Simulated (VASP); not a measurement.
# KF: single point with PBE

The system is KF.

```
K F
1.0
     3.37302    0.00000    0.00000
     0.00000    3.25895    0.00000
     0.00000    0.00000    3.25895
K F
1 1
Cartesian
  0.0000 0.0000 0.0000
  1.6865 1.6295 1.6295
```

This cell differs from its parent crystal: strain +0.0350 x Voigt [1, 0, 0, 0, 0, 0].

| Property | Result |
| --- | --- |
| Program | VASP 6.6.1 |
| Task | single point |
| Functional | PBE |
| Potentials or basis | VASP PAW PBE potentials, release 64 (K_sv, F) |
| Cutoff | 520 eV |
| k mesh | 8 × 8 × 8 |
| Occupations | gaussian, width 0.05 eV |
| Spin | no spin polarisation |
| Dipole correction | no |
| Further INCAR settings | ALGO = Normal; EDIFF = 1e-06; NBANDS = 15 |

```
Pressure               : -1.1 GPa
Band gap on the k mesh : 5.98 eV (least direct gap 6.04 eV)
```

Stress tensor (GPa, compression positive):
```
-2.95  0.00  0.00
 0.00 -0.13  0.00
 0.00  0.00 -0.13
```

Levels at points of the mesh, in eV from the valence-band top:
```csv
k point,band 5,band 6,band 7,band 8,band 9,band 10,band 11,band 12
"(0.00, 0.00, 0.00)",-10.20,-0.17,-0.06,-0.06,5.98,8.17,8.23,13.49
"(0.50, 0.00, 0.00)",-10.12,-1.20,-0.15,-0.15,8.89,9.06,10.40,12.38
"(0.00, 0.50, 0.00)",-10.10,-1.21,-0.28,-0.13,9.10,9.29,10.54,11.98
"(0.50, 0.50, 0.00)",-10.04,-0.66,-0.62,0.00,8.41,8.74,11.67,11.91
"(0.00, 0.50, 0.50)",-10.07,-0.65,-0.65,-0.10,8.14,8.94,11.44,11.44
"(0.50, 0.50, 0.50)",-10.65,-1.01,-1.01,-1.00,9.97,10.34,10.34,14.64
```

It took 31 s on 1 thread of Intel Xeon 8259CL, on a shared host, peak memory 0.17 GiB.

Caveat: the cell differs from its parent crystal (strain +0.0350 x Voigt [1, 0, 0, 0, 0, 0]). A k mesh can miss the band edges.
